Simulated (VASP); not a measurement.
Here is a VASP 6.6.1 calculation.

INCAR

```
ALGO = Normal
EDIFF = 1E-7
ENCUT = 520
GGA = PE
ISIF = 2
ISMEAR = 0
LASPH = True
LCHARG = False
LREAL = False
LWAVE = False
NBANDS = 35
NELM = 100
PREC = Accurate
SIGMA = 0.1
```

File KPOINTS:

```
k-points
0
Gamma
  6 6 10
```

POSCAR

```
Sr2O
1.0
    6.6170376763      0.0000000000      0.0000000000
    0.0000000000      6.6170376763      0.0000000000
    0.0000000000      0.0000000000      3.7113701132
Sr O
4 2
Direct
    0.6912448268      0.6912448268      0.0000000000
    0.8087551732      0.1912448268      0.5000000000
    0.3087551732      0.3087551732      0.0000000000
    0.1912448268      0.8087551732      0.5000000000
    0.5000000000      0.5000000000      0.5000000000
    0.0000000000      0.0000000000      0.0000000000
```

Potentials or basis: VASP PAW PBE potentials, release 64 (Sr_sv, O).

Command:

```bash
$ cat potpaw_PBE.64/Sr_sv/POTCAR potpaw_PBE.64/O/POTCAR > POTCAR
$ mpirun -np 1 vasp_std > vasp.out
```

Q: What does it give for the pressure?

A: 0.2 GPa.

Q: Predict the band gap on the k mesh.

A: Zero (band 26 reaches 3.50 eV, above the bottom of band 27 at 3.23 eV).

Q: Estimate the largest force.

A: 0.026 eV/Å.

Forces on the atoms (eV/Å):
```
Sr   0.018  0.018  0.000
Sr  -0.018  0.018  0.000
Sr  -0.018 -0.018  0.000
Sr   0.018 -0.018  0.000
O    0.000  0.000  0.000
O    0.000  0.000  0.000
```
